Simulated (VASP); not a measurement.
A run of VASP 6.6.1 is set up as follows.

Contents of INCAR:

```
SYSTEM = Ta
ALGO = Fast ; EDIFF = 1E-6
ENCUT = 520 ; GGA = PE
ISIF = 2 ; ISMEAR = 0
LASPH = .TRUE. ; LCHARG = .FALSE.
LREAL = .FALSE. ; LWAVE = .FALSE.
NBANDS = 12 ; NELM = 100
PREC = Accurate ; SIGMA = 0.15
```

Contents of KPOINTS:

```
k-points
0
G
  20 20 20
  0 0 0
```

POSCAR

```
Ta
1.0
   -1.4038439384      1.4038439384      2.1334216332
    1.4038439384     -1.4038439384      2.1334216332
    1.4038439384      1.4038439384     -2.1334216332
Ta
1
Direct
    0.0000000000      0.0000000000      0.0000000000
```

Potentials or basis: VASP PAW PBE potentials, release 64 (Ta_pv).

Launch:

```sh
$ cat potpaw_PBE.64/Ta_pv/POTCAR > POTCAR
$ mpirun -np 1 vasp_std > vasp.out
```

(1) Estimate the band gap on the k mesh.

(2) Predict the pressure.

Answers

(1) zero (an odd number of electrons rules out a gap without spin polarisation).

(2) 25.5 GPa.

Caveat: the stress differs along the axes, from 22 to 33 GPa; spin-orbit coupling is left out, which moves the levels of the heavy elements.
